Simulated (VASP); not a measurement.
Crystal: Pd.

```
Pd
1.0
     0.00000    1.93344    1.93344
     1.93344    0.00000    1.93344
     1.93344    1.93344    0.00000
Pd
1
Direct
  0.00000 0.00000 0.00000
```

Base run:

* Program: VASP 6.6.1
* Functional: PBE
* Dispersion: D3(BJ)
* Potentials or basis: VASP PAW PBE potentials, release 64 (Pd)
* Cutoff: 520 eV
* k mesh: 12 × 12 × 12
* Occupations: fermi-dirac, width 0.05 eV
* Spin: no spin polarisation

Its results: band gap on the k mesh zero (band 5 reaches 10.42 eV, above the bottom of band 6 at 8.78 eV); pressure 3.0 GPa.

Question: The run is repeated on the same cell with these changes: dispersion from D3(BJ) to none. What comes out?

Answer: Band gap on the k mesh zero (band 5 reaches 10.42 eV, above the bottom of band 6 at 8.78 eV); pressure 10.9 GPa.

Dispersion adds attraction, which lowers the pressure at fixed volume and, as a term added to the energy, leaves the levels alone.

Caveats: pairwise dispersion overbinds metals, which lowers pressure and volume (some runs).
